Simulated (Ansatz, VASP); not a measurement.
TiC: VASP beside Ansatz

```
Ti C
1.0
     0.00000    1.92406    1.92406
     1.92406    0.00000    1.92406
     1.92406    1.92406    0.00000
Ti C
1 1
Cartesian
  0.0000 0.0000 0.0000
  1.9241 1.9241 1.9241
```

Change from the starting cell: volume scaled by 0.72, LAPW.

Alike in both runs: task single point; functional PBEsol; k mesh 17 × 17 × 17; occupations fermi-dirac, width 0.08 eV; no spin polarisation.

|  | VASP | Ansatz |
| --- | --- | --- |
| version | VASP 6.6.1 | Ansatz 0.2.0 |
| potentials or method | VASP PAW PBE potentials, release 64 (Ti_sv, C), cutoff 520 eV | all-electron LAPW, scalar-relativistic |

|  | VASP | Ansatz | Ansatz less VASP |
| --- | --- | --- | --- |
| pressure (GPa) | 166.0 | 167.0 | +0.97 |

VASP's potentials were made for PBE, not for PBEsol. Both programs put the cell under a high pressure, so it lies far from rest at this level. Ansatz ran all-electron here, and VASP with PAW potentials.

Noted on VASP's run: the cell as given lies far from equilibrium.
